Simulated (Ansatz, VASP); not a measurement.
# Na in VASP and in Ansatz

```
Na
1.0
    -2.22867    2.22867    2.11750
     2.22867   -2.22867    2.11750
     2.22867    2.22867   -2.11750
Na
1
Direct
  0.00000 0.00000 0.00000
```

Change from the starting cell: strain +0.0525 x Voigt [1, 1, 0, 0, 0, 0], atoms carried along.

Alike in both runs: task single point; functional PBEsol; k mesh 16 × 16 × 16; occupations gaussian, width 0.15 eV; no spin polarisation.

|  | VASP | Ansatz |
| --- | --- | --- |
| version | VASP 6.6.1 | Ansatz 0.2.0 |
| potentials or method | VASP PAW PBE potentials, release 64 (Na_pv), cutoff 520 eV | scalar-relativistic, plane waves, PAW |
| valence electrons in the cell | 7 | 9 |

```tsv
	VASP	Ansatz	Ansatz less VASP
gap on the k mesh at the Fermi level (eV)	none	none	-
pressure (GPa)	-0.9	-0.9	0.00
traceless stress, the component that is largest in VASP (GPa)	0.06	0.06	+0.001
```

VASP's potentials were made for PBE, not for PBEsol. A gap of «none» marks a metal or a gap that the smearing closes. With one functional, cell and mesh, what is left measures potentials, basis and numerics. VASP's potentials hold 7 valence electrons a cell and Ansatz's 9, so a difference there can come from the potentials and not from the codes.
